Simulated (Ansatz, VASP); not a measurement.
## WS2 in VASP and in Ansatz

Contents of INCAR:

```
PREC = Accurate ; ENCUT = 520
EDIFF = 1E-7 ; ISMEAR = 0
SIGMA = 0.05 ; LREAL = False
LASPH = True ; NELM = 80
ALGO = Normal ; ISIF = 2
LWAVE = False ; LCHARG = False
GGA = PS ; IVDW = 12
NBANDS = 20
```

KPOINTS

```
regular mesh
0
Gamma
  12 12 2
```

The input POSCAR:

```
WS2
1.0
    3.1239380587      0.0000000000      0.0000000000
   -1.5619690294      2.7054097187      0.0000000000
    0.0000000000      0.0000000000     16.9375357456
W S
1 2
Direct
    0.3333333333      0.6666666667      0.0012108228
    0.6666666667      0.3333333333      0.9036795921
    0.6666666667      0.3333333333      0.0893772491
```

Input for Ansatz:

```yaml
crystal:
  lattice:
    - [3.1239380587, 0.0, 0.0]
    - [-1.5619690294, 2.7054097187, 0.0]
    - [0.0, 0.0, 16.9375357456]
  atoms:
    - { symbol: W, position: [0.3333333333, 0.6666666667, 0.0012108228] }
    - { symbol: S, position: [0.6666666667, 0.3333333333, 0.9036795921] }
    - { symbol: S, position: [0.6666666667, 0.3333333333, 0.0893772491] }
basis:
  ecutwfc: 420
kpoints:
  mp_grid: { grid: [12, 12, 2] }
hamiltonian:
  xc: pbesol
  pseudopotentials: { kind: paw, azcp: { folder: soft_1 } }
  dispersion: d3bj
scf:
  occupations: { method: gaussian, width: 0.05 }
output:
  forces: true
  stress: true
  eigenvalues: true
```

Change from the starting cell: mode 4 frozen in at +0.000 Å and mode 9 at -0.059 Å (largest displacements).

Alike in both runs: task single point; functional PBEsol; dispersion D3(BJ); k mesh 12 × 12 × 2; occupations gaussian, width 0.05 eV; no spin polarisation.

|  | VASP | Ansatz |
| --- | --- | --- |
| version | VASP 6.6.1 | Ansatz 0.2.0 |
| potentials or method | VASP PAW PBE potentials, release 64 (W_sv, S), cutoff 520 eV | scalar-relativistic, plane waves, PAW |
| valence electrons in the cell | 26 | 26 |

|  | VASP | Ansatz | Ansatz less VASP |
| --- | --- | --- | --- |
| gap on the k mesh at the Fermi level (eV) | 1.95 | 1.95 | 0.000 |
| least direct gap on the mesh (eV) | 2.04 | 2.04 | -0.004 |
| rms of the force components (eV/Å) | 1.108 | 1.105 | -0.0024 |

VASP's potentials were made for PBE, not for PBEsol, and Ansatz warns of the same on its side. Atom by atom the forces differ by 0.010 eV/Å (rms over components).

Spin-orbit coupling is off throughout.
